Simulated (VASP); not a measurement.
# Os (Fd-3m) in VASP: notebook

The runs below take Os through single point, with PBE.

All numbers are computed with VASP 6.6.1; they aren't measurements. Logs are shortened: lines on timing, memory, paths and dates and some standing lists are left out, and cuts for length are marked.

## Step 1: The cell of the first run

It takes space group Fd-3m (No. 227, cubic). Conventional cell: a = 5.481 Å, b = 5.481 Å, c = 5.481 Å, α = 90.00°, β = 90.00°, γ = 90.00°. Within 3.1 Å of Os (site symmetry -43m) lie 4 Os at 2.37 Å.

## Step 2: Single point, PBE (volume scaled by 0.96)

Input file INCAR:

```
SYSTEM = Os
PREC = Accurate ; ENCUT = 520
EDIFF = 1E-6 ; ISMEAR = -1
SIGMA = 0.1 ; LREAL = .False.
LASPH = .True. ; NELM = 80
ALGO = Normal ; ISIF = 2
LWAVE = .False. ; LCHARG = .False.
GGA = PE ; NBANDS = 15
```

Input file KPOINTS:

```
regular mesh
0
Gamma
  11 11 11
  0 0 0
```

Input file POSCAR:

```
Os
1.0
    0.0000000000      2.7407118420      2.7407118420
    2.7407118420      0.0000000000      2.7407118420
    2.7407118420      2.7407118420      0.0000000000
Os
2
Direct
    0.1250000000      0.1250000000      0.1250000000
    0.8750000000      0.8750000000      0.8750000000
```

Potentials or basis: VASP PAW PBE potentials, release 64 (Os).

Command:

```console
$ cat potpaw_PBE.64/Os/POTCAR > POTCAR
$ mpirun -np 1 vasp_std > vasp.out
```

OUTCAR:

```text
SYSTEM = Os
   PREC = Accurate
   ENCUT = 520
   EDIFF = 1E-6
   ISMEAR = -1
   LREAL = .False.
   LASPH = .True.
   NELM = 80
   ISIF = 2
   GGA = PE

 ion  position               nearest neighbor table
   1  0.125  0.125  0.125-   2 2.37   2 2.37   2 2.37   2 2.37
   2  0.875  0.875  0.875-   1 2.37   1 2.37   1 2.37   1 2.37

  LATTYP: Found a face centered cubic cell.
 ALAT       =     5.4814236840

  Lattice vectors:

 A1 = (   0.0000000000,   2.7407118420,   2.7407118420)
 A2 = (   2.7407118420,   0.0000000000,   2.7407118420)
 A3 = (   2.7407118420,   2.7407118420,   0.0000000000)

Analysis of symmetry for initial positions (statically):
=====================================================================
 Subroutine PRICEL returns:
 Original cell was already a primitive cell.

 Routine SETGRP: Setting up the symmetry group for a
 face centered cubic supercell.

 Subroutine GETGRP returns: Found 48 space group operations
 (whereof 12 operations were pure point group operations)
 out of a pool of 48 trial point group operations.

The static configuration has the point symmetry D_3d.
 The point group associated with its full space group is O_h .

Analysis of symmetry for dynamics (positions and initial velocities):
=====================================================================
 Subroutine PRICEL returns:
 Original cell was already a primitive cell.

 Routine SETGRP: Setting up the symmetry group for a
 face centered cubic supercell.

 Subroutine GETGRP returns: Found 48 space group operations
 (whereof 12 operations were pure point group operations)
 out of a pool of 48 trial point group operations.

The dynamic configuration has the point symmetry D_3d.
 The point group associated with its full space group is O_h .

 Subroutine INISYM returns: Found 48 space group operations
 (whereof 12 operations are pure point group operations),
 and found     1 'primitive' translations

----------------------------------------------------------------------------------------

                                     Primitive cell

  volume of cell :      41.1737

  direct lattice vectors                    reciprocal lattice vectors
     0.000000000  2.740711842  2.740711842    -0.182434356  0.182434356  0.182434356
     2.740711842  0.000000000  2.740711842     0.182434356 -0.182434356  0.182434356
     2.740711842  2.740711842  0.000000000     0.182434356  0.182434356 -0.182434356

  length of vectors
     3.875951858  3.875951858  3.875951858     0.315985574  0.315985574  0.315985574

  position of ions in fractional coordinates (direct lattice)
     0.125000000  0.125000000  0.125000000
     0.875000000  0.875000000  0.875000000

  ion indices of the primitive-cell ions
   primitive index   ion index
                 1           1
                 2           2

----------------------------------------------------------------------------------------

 KPOINTS: regular mesh

Automatic generation of k-mesh.
 Grid dimensions read from file:
 generate k-points for:   11   11   11

 Generating k-lattice:

  Cartesian coordinates                     Fractional coordinates (reciprocal lattice)
    -0.016584941  0.016584941  0.016584941     0.090909091  0.000000000  0.000000000
     0.016584941 -0.016584941  0.016584941     0.000000000  0.090909091  0.000000000
     0.016584941  0.016584941 -0.016584941     0.000000000  0.000000000  0.090909091

  Length of vectors
     0.028725961  0.028725961  0.028725961

  Shift w.r.t. Gamma in fractional coordinates (k-lattice)
     0.000000000  0.000000000  0.000000000

 Subroutine IBZKPT returns following result:
 ===========================================

 Found     56 irreducible k-points:

 Following reciprocal coordinates:
            Coordinates               Weight
  0.000000  0.000000  0.000000      1.000000
  0.090909  0.000000  0.000000      8.000000
  0.181818  0.000000  0.000000      8.000000
  0.272727  0.000000  0.000000      8.000000
  0.363636  0.000000  0.000000      8.000000
  0.454545  0.000000  0.000000      8.000000
[... 16 lines left out ...]
 -0.272727  0.181818  0.000000     24.000000
 -0.181818  0.181818  0.000000     12.000000
 [... further k-points ...]
   k-points           NKPTS =     56   k-points in BZ     NKDIM =     56   number of bands    NBANDS=     15
   number of dos      NEDOS =    301   number of ions     NIONS =      2
   total plane-waves  NPLWV =  27000
   dimension x,y,z NGX =    30 NGY =   30 NGZ =   30
   dimension x,y,z NGXF=    60 NGYF=   60 NGZF=   60
   ions per type =               2
   NGX,Y,Z   is equivalent  to a cutoff of  12.87, 12.87, 12.87 a.u.
   NGXF,Y,Z  is equivalent  to a cutoff of  25.73, 25.73, 25.73 a.u.
 SYSTEM =  Os
   PREC   = accura    normal or accurate (medium, high low for compatibility)
   ISTART =      0    job   : 0-new  1-cont  2-samecut
   ICHARG =      2    charge: 1-file 2-atom 10-const
   ISPIN  =      1    spin polarized calculation?
   LNONCOLLINEAR =      F non collinear calculations
   LSORBIT =      F    spin-orbit coupling
   LASPH  =      T    aspherical Exc in radial PAW
   ENCUT  =  520.0 eV  38.22 Ry    6.18 a.u.   7.21  7.21  7.21*2*pi/ulx,y,z
   NELM   =     80;   NELMIN=  2; NELMDL= -5     # of ELM steps
   EDIFF  = 0.1E-05   stopping-criterion for ELM
   LREAL  =      F    real-space projection
   EDIFFG = 0.1E-04   stopping-criterion for IOM
   NSW    =      0    number of steps for IOM
   IBRION =     -1    ionic relax: 0-MD 1-quasi-New 2-CG
   NFREE  =      0    steps in history (QN), initial steepest desc. (CG)
   ISIF   =      2    stress and relaxation
   ISYM   =      2    0-nonsym 1-usesym 2-fastsym
   POTIM  = 0.5000    time-step for ionic-motion
   TEBEG  =    0.0;   TEEND  =   0.0 temperature during run
   PSTRESS=    0.0 pullay stress
   NELECT =      16.0000    total number of electrons
   NUPDOWN=      -1.0000    fix difference up-down
   EMIN   =  10.00;   EMAX   =-10.00  energy-range for DOS
   EFERMI =   0.00;   METHOD = LEGACY
   ISMEAR =    -1;   SIGMA  =   0.10  broadening in eV -4-tet -1-fermi 0-gaus
   EFERMI_NEDOS =   21; number of points for ismear=-14 and -15
   IALGO  =     38    algorithm
   IMIX   =      4    mixing-type and parameters
     AMIX     =   0.40;   BMIX     =  1.00
     AMIX_MAG =   1.60;   BMIX_MAG =  1.00
  volume/ion in A,a.u.               =      20.59       138.93
  Fermi-wavevector in a.u.,A,eV,Ry     =   1.194652  2.257565 19.418148  1.427194
  Thomas-Fermi vector in A             =   2.330637
   LORBIT       =      0    0 simple, 1 ext, 2 COOP (PROOUT), +10 PAW based schemes
   GGA     = PE    functional components
   LHFCALC =     F    Hartree Fock is set to
   AEXX    =    0.0000 exact exchange contribution
   IVDW    =     0    specifies the selected vdW correction
   LEPSILON=     F    determine dielectric tensor
   LRPA    =     F    only Hartree local field effects (RPA)
 non-spin polarized calculation
  energy-cutoff  :      520.00
  volume of cell :       41.17
 maximum number of plane-waves:      1129
 NGX is ok and might be reduce to    30
   NGX = 15   NGY = 15   NGZ = 15

 number of electron      16.0000002 magnetization

 Free energy of the ion-electron system (eV)
  ---------------------------------------------------
  ext. energy  EPLUGINS =         0.00000000
  ---------------------------------------------------
  free energy    TOTEN  =       -19.99353942 eV

  energy without entropy =      -19.93742296  energy(sigma->0) =      -19.96548119

 E-fermi :   4.8091     XC(G=0): -11.4323

 val. band max:        4.7901423034   @ k =   0.4545   0.2727   0.0000
 cond. band min:       4.8187946590   @ k =   0.4545   0.2727   0.0909
 fundamental gap:      0.0286523556
 Fermi energy:         4.8090816270

 k-point     1 :       0.0000    0.0000    0.0000
  band No.  band energies     occupation
      1      -2.9940      2.00000
      2       0.4132      2.00000
      3       0.4132      2.00000
      4       1.1134      2.00000
      5       1.1134      2.00000
      6       1.1134      2.00000
      7       4.2343      1.99364
      8       4.2343      1.99364
      9       4.2343      1.99364
     10       7.5068      0.00000
     11       7.5068      0.00000
     12      16.2098      0.00000
     13      16.3609      0.00000
     14      17.7436      0.00000
     15      17.7436      0.00000

 k-point     2 :       0.0909    0.0000    0.0000
  band No.  band energies     occupation
      1      -2.8365      2.00000
      2       0.3247      2.00000
      3       0.3247      2.00000
      4       1.0915      2.00000
      5       1.2656      2.00000
      6       1.2656      2.00000
      7       4.0532      1.99896
      8       4.2094      1.99504
      9       4.2094      1.99504
     10       7.4914      0.00000
     11       7.4914      0.00000
     12      15.6334      0.00000
     13      16.3630      0.00000
     14      17.7317      0.00000
     15      17.7317      0.00000

 k-point     3 :       0.1818    0.0000    0.0000
  band No.  band energies     occupation
      1      -2.3878      2.00000
      2       0.2221      2.00000
      3       0.2221      2.00000
      4       1.0374      2.00000
      5       1.4984      2.00000
      6       1.4984      2.00000
      7       3.6153      1.99999
      8       4.2063      1.99519
      9       4.2063      1.99519
     10       7.4306      0.00000
     11       7.4306      0.00000
     12      13.9852      0.00000
     13      15.4888      0.00000
     14      17.1951      0.00000
     15      17.1951      0.00000
[... 343 lines left out ...]
 k-point    23 :      -0.2727    0.1818    0.0000
  band No.  band energies     occupation
      1      -0.8492      2.00000
      2      -0.0100      2.00000
      3       0.4139      2.00000
      4       0.7157      2.00000
      5       1.1884      2.00000
      6       2.2821      2.00000
      7       3.4928      2.00000
      8       3.7197      1.99996
      9       5.3973      0.00556
     10       6.0159      0.00001
     11       7.7456      0.00000
     12      10.1453      0.00000
     13      12.0283      0.00000
     14      15.0868      0.00000
     15      15.7483      0.00000

 k-point    24 :      -0.1818    0.1818    0.0000
  band No.  band energies     occupation
      1      -1.4915      2.00000
      2      -0.0832      2.00000
      3       0.5764      2.00000
      4       0.7269      2.00000
      5       1.2656      2.00000
      6       2.1901      2.00000
      7       3.3317      2.00000
      8       3.7050      1.99997
      9       4.9772      0.31379
     10       6.4802      0.00000
     11       7.7929      0.00000
     12      12.1627      0.00000
     13      12.7689      0.00000
     14      15.7189      0.00000
     15      16.4622      0.00000

 [... further k-points ...]
[... 5 lines left out ...]
  --------------------------------------------------------------------------------------
  -------------------------------------------------------------------------------------
  Total        2.0278012      2.0278012      2.0278012      0.0000000      0.0000000      0.0000000
  in kB       78.9070565     78.9070565     78.9070565      0.0000000      0.0000000      0.0000000
  external PRESSURE =      78.9070565 kB  Pullay stress =       0.0000000 kB

 VOLUME and BASIS-vectors are now :
 -----------------------------------------------------------------------------
  energy-cutoff  :      520.00
  volume of cell :       41.17
      direct lattice vectors                 reciprocal lattice vectors
     0.000000000  2.740711842  2.740711842    -0.182434356  0.182434356  0.182434356
     2.740711842  0.000000000  2.740711842     0.182434356 -0.182434356  0.182434356
     2.740711842  2.740711842  0.000000000     0.182434356  0.182434356 -0.182434356

 POSITION                                       TOTAL-FORCE (eV/Angst)
 -----------------------------------------------------------------------------------
      0.68518      0.68518      0.68518        -0.000000      0.000000      0.000000
      4.79625      4.79625      4.79625         0.000000     -0.000000     -0.000000
 -----------------------------------------------------------------------------------
    total drift:                               -0.000000      0.000000      0.000000

  FREE ENERGIE OF THE ION-ELECTRON SYSTEM (eV)
  ---------------------------------------------------
  free  energy   TOTEN  =       -19.9935394225 eV

  energy  without entropy=      -19.9374229648  energy(sigma->0) =      -19.96548119
```

It took 17 s on 1 thread of Intel Xeon 6975P-C (Granite Rapids), shared host; peak memory 0.18 GiB.

Results:

```
Free energy            : -19.9935 eV
Pressure               : 7.9 GPa
Band gap on the k mesh : zero (band 8 reaches 5.27 eV, above the bottom of band 9 at 4.21 eV)
```

Caveat: the cell differs from its parent crystal (volume scaled by 0.96); spin-orbit coupling is left out, which moves the levels of the heavy elements.

## Step 3: Single point, PBE

This run uses another cell than the first one, of 21.44 Å³/atom, 1.042 times its volume.

Input file INCAR:

```
SYSTEM = Os
ALGO     = Normal         ! electronic algorithm
EDIFF    = 1E-6           ! SCF threshold, eV
ENCUT    = 520            ! plane-wave cutoff, eV
GGA      = PE             ! functional
ISIF     = 2              ! what is computed and relaxed
ISMEAR   = -1             ! smearing method
LASPH    = .TRUE.         ! aspherical terms in the spheres
LCHARG   = .FALSE.        ! write CHGCAR
LREAL    = .FALSE.        ! projectors in reciprocal space
LWAVE    = .FALSE.        ! write WAVECAR
NBANDS   = 15             ! bands
NELM     = 60             ! most SCF steps
PREC     = Accurate       ! precision mode
SIGMA    = 0.1            ! smearing width, eV
```

Input file KPOINTS:

```
k-points
0
G
  11 11 11
  0 0 0
```

Input file POSCAR:

```
Os
1.0
    0.0000000000      2.7782605058      2.7782605058
    2.7782605058      0.0000000000      2.7782605058
    2.7782605058      2.7782605058      0.0000000000
Os
2
Direct
    0.1250000000      0.1250000000      0.1250000000
    0.8750000000      0.8750000000      0.8750000000
```

Potentials or basis: VASP PAW PBE potentials, release 64 (Os).

Command:

```console
$ cat potpaw_PBE.64/Os/POTCAR > POTCAR
$ mpirun -np 1 vasp_std > vasp.out
```

Wall time 18 s (1 thread of Intel Xeon 6975P-C (Granite Rapids), shared host); peak memory 0.18 GiB.

It converged, with:

- Free energy: -20.0290 eV
- Pressure: -1.1 GPa
- Band gap on the k mesh: zero (band 8 reaches 4.82 eV, above the bottom of band 9 at 3.81 eV)

Levels at points of the mesh, in eV from the Fermi level:
```tsv
k point	band 4	band 5	band 6	band 7	band 8	band 9	band 10	band 11	band 12	band 13
(0.00, 0.00, 0.00)	-3.55	-3.55	-3.55	-0.55	-0.55	-0.55	2.51	2.51	11.25	11.31
```

Caveat: spin-orbit coupling is left out, which moves the levels of the heavy elements.
